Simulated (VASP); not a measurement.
A run of VASP 6.6.1 is set up as follows.

File INCAR:

```
SYSTEM = GaAs
ALGO = Normal
EDIFF = 1E-6
ENCUT = 500
GGA = PE
GGA_COMPAT = .False.
ISIF = 2
ISMEAR = 0
LASPH = .True.
LCHARG = .False.
LREAL = .False.
LWAVE = .False.
NBANDS = 16
NELM = 120
PREC = Accurate
SIGMA = 0.01
```

The input KPOINTS:

```
k-points
0
Gamma
  4 4 4
  0 0 0
```

POSCAR

```
GaAs
1.0
    0.0000000000      2.8330850957      2.8330850957
    2.8330850957      0.0000000000      2.8330850957
    2.8330850957      2.8330850957      0.0000000000
Ga As
1 1
Direct
    0.0000000000      0.0000000000      0.0000000000
    0.2500000000      0.2500000000      0.2500000000
```

Potentials or basis: VASP PAW PBE potentials, release 64 (Ga_d, As).

The run is started by

```console
$ cat potpaw_PBE.64/Ga_d/POTCAR potpaw_PBE.64/As/POTCAR > POTCAR
$ mpirun -np 1 vasp_std > vasp.out
```

Question: Estimate the pressure.

Answer: 3.2 GPa.

Question: What does it give for the band gap on the k mesh?

Answer: 0.46 eV, direct.

Caveat: the k points lie up to 0.48 Å⁻¹ apart. PBE gaps usually lie below the measured ones, often by a third to a half.
